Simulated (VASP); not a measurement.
Input of a VASP 6.6.1 run:

The input POSCAR:

```
TiO2
1.0
    4.5968460151      0.0000000000      0.0000000000
    0.0000000000      4.5968460151      0.0000000000
    0.0000000000      0.0000000000      2.9535015036
Ti O
2 4
Direct
    0.0000000000      0.0000000000      0.0000000000
    0.5000000000      0.5000000000      0.5000000000
    0.3046430023      0.3046430023      0.0000000000
    0.1953569977      0.8046430023      0.5000000000
    0.6953569977      0.6953569977      0.0000000000
    0.8046430023      0.1953569977      0.5000000000
```

The input INCAR.step1:

```
ALGO = Normal
EDIFF = 1E-4
ENCUT = 520
GGA = PE
ISMEAR = 0
LASPH = True
LCHARG = False
LREAL = False
LWAVE = True
NBANDS = 33
NELM = 80
PREC = Accurate
SIGMA = 0.01
```

INCAR.step2

```
ALGO = Normal
EDIFF = 1E-7
ENCUT = 520
ISIF = 2
ISMEAR = 0
ISTART = 1
LASPH = True
LCHARG = True
LELF = True
LMIXTAU = True
LREAL = False
LVHAR = True
LWAVE = False
METAGGA = R2SCAN
NBANDS = 33
NELM = 80
PREC = Accurate
SIGMA = 0.01
```

KPOINTS

```
k-points
0
Gamma
  6 6 8
```

Potentials or basis: VASP PAW PBE potentials, release 64 (Ti_sv, O).

Command:

```sh
$ cat potpaw_PBE.64/Ti_sv/POTCAR potpaw_PBE.64/O/POTCAR > POTCAR
$ cp INCAR.step1 INCAR
$ mpirun -np 1 vasp_std > vasp.out
$ cp INCAR.step2 INCAR
$ mpirun -np 1 vasp_std > vasp.out
```

Q: Estimate the band gap on the k mesh.

A: 2.23 eV, direct.

Q: What does it give for the largest force?

A: 0.038 eV/Å.

Q: What does it give for the pressure?

A: 1.3 GPa.

Forces in eV/Å, atoms in the order of the input:
```
Ti   0.000  0.000  0.000
Ti   0.000  0.000  0.000
O   -0.027 -0.027  0.000
O    0.027 -0.027  0.000
O    0.027  0.027  0.000
O   -0.027  0.027  0.000
```

Caveat: the PAW data sets were made with another functional, which shifts forces and pressure a little.

**Measured values to compare with.**

“Shallow Valence Band of Rutile GeO2 and P-type Doping”, 2020, arxiv:2011.08928 quotes, for a bulk crystal of TiO2 at 1.6 K: band gap 3.03 eV (direct).

A measured gap of TiO2 is 3.03 eV (direct; 1.6 K; quoted in “Shallow Valence Band of Rutile GeO2 and P-type Doping”, 2020, arxiv:2011.08928); the calculated 2.23 eV misses it by -0.80 eV. 2 values of this kind are on record in papers (3.03 to 3.05 eV); this one was drawn at random among those near their median. The value is that of r2SCAN on a finite k mesh, which can miss the band edges, without temperature or zero-point motion.
